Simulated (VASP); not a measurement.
Wanted: the native input for a VASP 6.6.1 run.

| Item | Value |
| --- | --- |
| Task | single point |
| Functional | RPBE |
| Potentials or basis | VASP PAW PBE potentials, release 64 (Cu) |
| Cutoff | 520 eV |
| k mesh | 17 × 17 × 17 |
| Occupations | fermi-dirac, width 0.1 eV |
| Spin | no spin polarisation |
| Dipole correction | no |
| Further INCAR settings | ALGO = Normal; EDIFF = 1e-06; NBANDS = 12 |

The structure of Cu lies in POSCAR:

```
Cu
1.0
   -1.3989507832      1.3989507832      1.3989507832
    1.3989507832     -1.3989507832      1.3989507832
    1.3989507832      1.3989507832     -1.3989507832
Cu
1
Direct
    0.0000000000      0.0000000000      0.0000000000
```

This cell differs from its parent crystal: volume scaled by 0.88.

The input as run:

INCAR

```
PREC = Accurate ; ENCUT = 520
EDIFF = 1E-6 ; ISMEAR = -1
SIGMA = 0.1 ; LREAL = F
LASPH = T ; NELM = 100
ALGO = Normal ; ISIF = 2
LWAVE = F ; LCHARG = T
GGA = RP ; LELF = T
LVHAR = T ; NBANDS = 12
```

KPOINTS

```
Automatic mesh
0
Gamma
  17 17 17
```

Potentials or basis: VASP PAW PBE potentials, release 64 (Cu).

The run is started by

```bash
$ cat potpaw_PBE.64/Cu/POTCAR > POTCAR
$ mpirun -np 1 vasp_std > vasp.out
```

Results of the run:

| Item | Value |
| --- | --- |
| Pressure | 22.2 GPa |

Caveat: the PAW data sets were made with another functional, which shifts forces and pressure a little.

Wall time 12 s on 1 thread of AMD EPYC 9R14 (Zen 4), with other jobs on the host, peak memory 0.1 GiB.
